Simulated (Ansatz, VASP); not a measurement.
Si: VASP beside Ansatz

```
Si
1.0
     5.33903    0.00000    0.00000
     0.00000    6.38436    0.00000
     0.00000    0.00000    5.15764
Si
8
Direct
  0.47852 0.00000 0.72764
  0.02148 0.00000 0.72764
  0.52148 0.00000 0.27236
  0.97852 0.00000 0.27236
  0.00000 0.30221 0.00000
  0.50000 0.69779 0.00000
  0.00000 0.69779 0.00000
  0.50000 0.30221 0.00000
```

Alike in both runs: functional PBE; k mesh 4 × 4 × 4; occupations gaussian, width 0.1 eV; no spin polarisation.

Ansatz relaxed the structure, and its values are those at the end. VASP's run is a single point on that final structure, the one shown.

|  | VASP | Ansatz |
| --- | --- | --- |
| version | VASP 6.6.1 | Ansatz 0.2.0 |
| potentials or method | VASP PAW PBE potentials, release 64 (Si), cutoff 520 eV | scalar-relativistic, plane waves, PAW |
| valence electrons in the cell | 32 | 32 |

```csv
,VASP,Ansatz,Ansatz less VASP
gap on the k mesh at the Fermi level (eV),none,none,-
pressure (GPa),0.1,0.2,+0.05
rms of the force components (eV/Å),0.018,0.017,-0.0008
```

A gap of «none» marks a metal or a gap that the smearing closes. With one functional, cell and mesh, what is left measures potentials, basis and numerics.
